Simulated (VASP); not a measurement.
Write the native input for VASP 6.6.1 that does the following.

- Task: relaxation of cell and atoms
- Functional: PBEsol
- Potentials or basis: VASP PAW PBE potentials, release 64 (Co, O)
- Cutoff: 600 eV
- k mesh: 10 × 10 × 5
- Occupations: fermi-dirac, width 0.05 eV
- Spin: collinear spin, ferromagnetic start
- Starting moments: [2.0, 2.0, 0.0, 0.0] μB
- Dipole correction: no
- Further INCAR settings: ALGO = Normal; EDIFF = 1e-06; IBRION = 2; EDIFFG = -0.005; NSW = 80; ISIF = 3

The structure of CoO lies in POSCAR:

```
CoO
1.0
    3.1976457435      0.0000000000      0.0000000000
   -1.5988228718      2.7692424462      0.0000000000
    0.0000000000      0.0000000000      5.2287097100
Co O
2 2
Direct
    0.3333333333      0.6666666667      0.5033624100
    0.0000000000      0.0000000000      0.0034741400
    0.3333333333      0.6666666667      0.8715556000
    0.0000000000      0.0000000000      0.3716088500
```

These files were run (other wordings do the same):

INCAR

```
PREC = Accurate
ENCUT = 600
EDIFF = 1E-6
ISMEAR = -1
SIGMA = 0.05
LREAL = False
LASPH = True
NELM = 150
ALGO = Normal
ISIF = 3
LWAVE = False
LCHARG = False
ISPIN = 2
MAGMOM = 2 2 0 0
LORBIT = 11
LMAXMIX = 4
GGA = PS
IBRION = 2
NSW = 80
EDIFFG = -0.005
```

KPOINTS

```
Automatic mesh
0
Gamma
  10 10 5
```

Potentials or basis: VASP PAW PBE potentials, release 64 (Co, O).

Command:

```sh
$ cat potpaw_PBE.64/Co/POTCAR potpaw_PBE.64/O/POTCAR > POTCAR
$ mpirun -np 1 vasp_std > vasp.out
```

It gave:

The relaxed volume is 9.92 Å³/atom, the relaxed cell is a = 2.866 Å, b = 2.866 Å, c = 5.574 Å, α = 90.00°, β = 90.00°, γ = 120.00° and the space group after relaxing (to 0.1 Å) is P6_3mc (No. 186). The energy gained by relaxing is 43.5 meV/atom and the ionic steps are 41. The pressure after relaxing is 0.0 GPa and the largest force after relaxing is 0.005 eV/Å. The net moment is 3.64 μB per cell. The site moments are Co +1.64, +1.58; O +0.17 μB and the valence electrons inside the program's atomic spheres are Co 8.25, 8.26; O 4.99.

Caveat: the PAW data sets were made with another functional, which shifts forces and pressure a little.

Wall time 26 min on 1 thread of AMD EPYC 9R45 96-Core Processor (Zen 5), with other jobs on the host, peak memory 0.26 GiB.
